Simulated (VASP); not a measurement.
Set up this calculation in VASP 6.6.1, as the native input.

- Task: single point
- Functional: PBE
- Dispersion: D4
- Potentials or basis: VASP PAW PBE potentials, release 64 (Hf_pv, O)
- Cutoff: 520 eV
- k mesh: 5 × 6 × 5
- Occupations: fermi-dirac, width 0.05 eV
- Spin: no spin polarisation
- Dipole correction: no
- Further INCAR settings: ALGO = Normal; EDIFF = 1e-06; NBANDS = 56

The structure of HfO2 lies in POSCAR:

```
HfO2
1.0
    5.2540303499      0.0000000000      0.0000000000
    0.0000000000      5.0379087863      0.0000000000
    0.0000000000      0.0000000000      5.0660150614
Hf O
4 8
Direct
    0.9669940000      0.7325208200      0.7414403500
    0.5330060000      0.7325208200      0.2414403500
    0.4669940000      0.2674791800      0.7414403500
    0.0330060000      0.2674791800      0.2414403500
    0.6321274500      0.9286454000      0.8792672600
    0.8678725500      0.9286454000      0.3792672600
    0.2339485200      0.5398830500      0.4922923900
    0.2660514800      0.5398830500      0.9922923900
    0.7660514800      0.4601169500      0.9922923900
    0.7339485200      0.4601169500      0.4922923900
    0.1321274500      0.0713546000      0.8792672600
    0.3678725500      0.0713546000      0.3792672600
```

The input as run:

INCAR

```
SYSTEM = HfO2
ALGO = Normal
EDIFF = 1E-6
ENCUT = 520
GGA = PE
ISIF = 2
ISMEAR = -1
IVDW = 13
LASPH = .True.
LCHARG = .False.
LREAL = .False.
LWAVE = .False.
NBANDS = 56
NELM = 100
PREC = Accurate
SIGMA = 0.05
```

KPOINTS

```
k-points
0
Gamma
  5 6 5
  0 0 0
```

Potentials or basis: VASP PAW PBE potentials, release 64 (Hf_pv, O).

Run with:

```bash
$ cat potpaw_PBE.64/Hf_pv/POTCAR potpaw_PBE.64/O/POTCAR > POTCAR
$ mpirun -np 1 vasp_std > vasp.out
```

Results of the run:

* Pressure: -2.1 GPa
* Largest force: 0.058 eV/Å
* Band gap on the k mesh: 4.37 eV (least direct gap 4.58 eV)
* Dispersion energy per atom: -0.192 eV

Caveat: spin-orbit coupling is left out, which moves the levels of the heavy elements; an odd mesh through Γ misses points on the zone boundary, where band edges can lie.

Wall time 2.8 min on 1 thread of Intel(R) Xeon(R) Platinum 8488C (Sapphire Rapids) (shared host), peak memory 0.34 GiB.
